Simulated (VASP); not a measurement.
Set up this calculation in VASP 6.6.1, as the native input.

```
Task                   : single point
Functional             : PBE
Potentials or basis    : VASP PAW PBE potentials, release 64 (Si, O)
Cutoff                 : 520 eV
k mesh                 : 2 × 2 × 2
Occupations            : fermi-dirac, width 0.05 eV
Spin                   : collinear spin, ferromagnetic start
Starting moments       : [0.0, 0.0, 0.0, 0.0, 0.0, 0.0, 0.0, 0.0, 0.0, 0.0, 0.0, 0.0, 0.0, 0.0, 0.0, 0.0, 1.0] μB
Dipole correction      : no
Further INCAR settings : LREAL = Auto; ALGO = Normal; EDIFF = 1e-07; NBANDS = 53
```

The structure of Si16O (a cell with a defect) lies in POSCAR:

```
Si16O
1.0
    0.0000000000      5.4300000000      5.4300000000
    5.4300000000      0.0000000000      5.4300000000
    5.4300000000      5.4300000000      0.0000000000
Si O
16 1
Direct
    0.0053860642     -0.0074771724      0.0032148273
    0.1312705569      0.1121610470      0.1272997888
    0.0031199892     -0.0232000889      0.5007641876
    0.1318331645      0.0971767387      0.6272325299
    0.0133541205      0.4775132231     -0.0401876397
    0.1725492020      0.6267914847      0.1208059847
   -0.0014967934      0.4703963735      0.4766545364
    0.1246378816      0.6037970810      0.5886017067
    0.5072294347      0.0054539699     -0.0006239406
    0.6320013409      0.1250018776      0.1303168695
    0.5059027132     -0.0137113707      0.5043389694
    0.6291202736      0.1165886189      0.6251882467
    0.5439637093      0.4981001740      0.0069782059
    0.6562093377      0.6314660049      0.1327281027
    0.4994633194      0.4912626451      0.5044897999
    0.6274103647      0.6115177906      0.6319807939
    0.1919164208      0.5571771030      0.9364367306
```

The input as run:

INCAR

```
SYSTEM = Si16O
PREC = Accurate
ENCUT = 520
EDIFF = 1E-7
ISMEAR = -1
SIGMA = 0.05
LREAL = Auto
LASPH = .True.
NELM = 150
ALGO = Normal
ISIF = 2
LWAVE = .False.
LCHARG = .False.
ISPIN = 2
MAGMOM = 0 0 0 0 0 0 0 0 0 0 0 0 0 0 0 0 1
LORBIT = 11
GGA = PE
NBANDS = 53
```

KPOINTS

```
Automatic mesh
0
Gamma
  2 2 2
  0 0 0
```

Potentials or basis: VASP PAW PBE potentials, release 64 (Si, O).

The run is started by

```bash
$ cat potpaw_PBE.64/Si/POTCAR potpaw_PBE.64/O/POTCAR > POTCAR
$ mpirun -np 1 vasp_std > vasp.out
```

It gave:

* Pressure: 4.3 GPa
* Largest force: 0.050 eV/Å
* Band gap on the k mesh: 0.49 eV
* Net moment: 0.00 μB per cell
* Valence electrons inside the program's atomic spheres: Si 1.72, 1.69, 1.71, 1.70, 1.68 (each value once); O 5.17

Caveat: the k points lie up to 0.50 Å⁻¹ apart.

Wall time 21 min on 1 thread of AMD EPYC 7R13, on a shared host, peak memory 0.69 GiB.
